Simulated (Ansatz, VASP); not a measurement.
# Two plane-wave programs on BaTe

```
CELL_PARAMETERS angstrom
0.00000 3.41000 3.41000
3.41000 0.00000 3.41000
3.41000 3.41000 0.00000
ATOMIC_POSITIONS crystal
Ba 0.50000 0.50000 0.50000
Te 0.00000 0.00000 0.00000
```

Alike in both runs: task single point; functional PBE-based screened hybrid with a share of 0.2 of exact exchange and HFSCREEN = 0.20787; k mesh 4 × 4 × 4; occupations gaussian, width 0.05 eV; no spin polarisation.

```csv
,VASP,Ansatz
version,VASP 6.6.1,Ansatz 0.2.0
potentials or method,"VASP PAW PBE potentials, release 64 (Ba_sv, Te), cutoff 520 eV","scalar-relativistic, plane waves, PAW"
valence electrons in the cell,16,26
```

```csv
,VASP,Ansatz,Ansatz less VASP
gap on the k mesh at the Fermi level (eV),1.89,1.96,+0.077
least direct gap on the mesh (eV),2.30,2.35,+0.044
pressure (GPa),4.1,3.7,-0.34
```

VASP's potentials were made for PBE, not for PBE-based screened hybrid. The functional is the same, so the differences come from potentials, cutoffs and numerics. VASP's potentials hold 16 valence electrons a cell and Ansatz's 26, so a difference there can come from the potentials and not from the codes. Ansatz's warnings: stress exchange threshold loose, stress scf threshold loose.

Neither program's run includes spin-orbit coupling.
